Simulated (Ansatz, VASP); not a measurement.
# One calculation of Al2Cu, two programs

Contents of INCAR:

```
SYSTEM = Al2Cu
PREC = Accurate
ENCUT = 520
EDIFF = 1E-7
ISMEAR = 0
SIGMA = 0.15
LREAL = .FALSE.
LASPH = .TRUE.
NELM = 80
ALGO = Fast
ISIF = 2
LWAVE = .FALSE.
LCHARG = .FALSE.
NBANDS = 16
```

The input KPOINTS:

```
Automatic mesh
0
G
  14 14 18
  0 0 0
```

POSCAR

```
Al2Cu
1.0
    4.0425045047      0.0000000000      0.0000000000
    0.0000000000      4.0425045047      0.0000000000
    0.0000000000      0.0000000000      2.8219643188
Al Cu
2 1
Direct
    0.5000000000      0.0000000000      0.5000000000
    0.0000000000      0.5000000000      0.5000000000
    0.0000000000      0.0000000000      0.0000000000
```

Input for Ansatz:

```yaml
crystal:
  lattice:
    - [4.0425045047, 0.0, 0.0]
    - [0.0, 4.0425045047, 0.0]
    - [0.0, 0.0, 2.8219643188]
  atoms:
    - { symbol: Al, position: [0.5, 0.0, 0.5] }
    - { symbol: Al, position: [0.0, 0.5, 0.5] }
    - { symbol: Cu, position: [0.0, 0.0, 0.0] }
basis:
  ecutwfc: 420
kpoints:
  mp_grid: { grid: [14, 14, 18] }
hamiltonian:
  xc: lda
scf:
  occupations: { method: gaussian, width: 0.15 }
output:
  forces: true
  stress: true
  eigenvalues: true
```

Alike in both runs: task single point; functional LDA; k mesh 14 × 14 × 18; occupations gaussian, width 0.15 eV; no spin polarisation.

|  | VASP | Ansatz |
| --- | --- | --- |
| version | VASP 6.6.1 | Ansatz 0.2.0 |
| potentials or method | VASP PAW LDA potentials, release 64 (Al, Cu), cutoff 520 eV | scalar-relativistic, plane waves, PAW |
| valence electrons in the cell | 17 | 25 |

```tsv
	VASP	Ansatz	Ansatz less VASP
gap on the k mesh at the Fermi level (eV)	none	none	-
pressure (GPa)	0.3	0.0	-0.33
traceless stress, the component that is largest in VASP (GPa)	-0.14	-0.11	+0.022
```

LDA's correlation is that of Perdew and Zunger in VASP and of Perdew and Wang (1992) in Ansatz. A gap of «none» marks a metal or a gap that the smearing closes. VASP's potentials hold 17 valence electrons a cell and Ansatz's 25, so a difference there can come from the potentials and not from the codes.
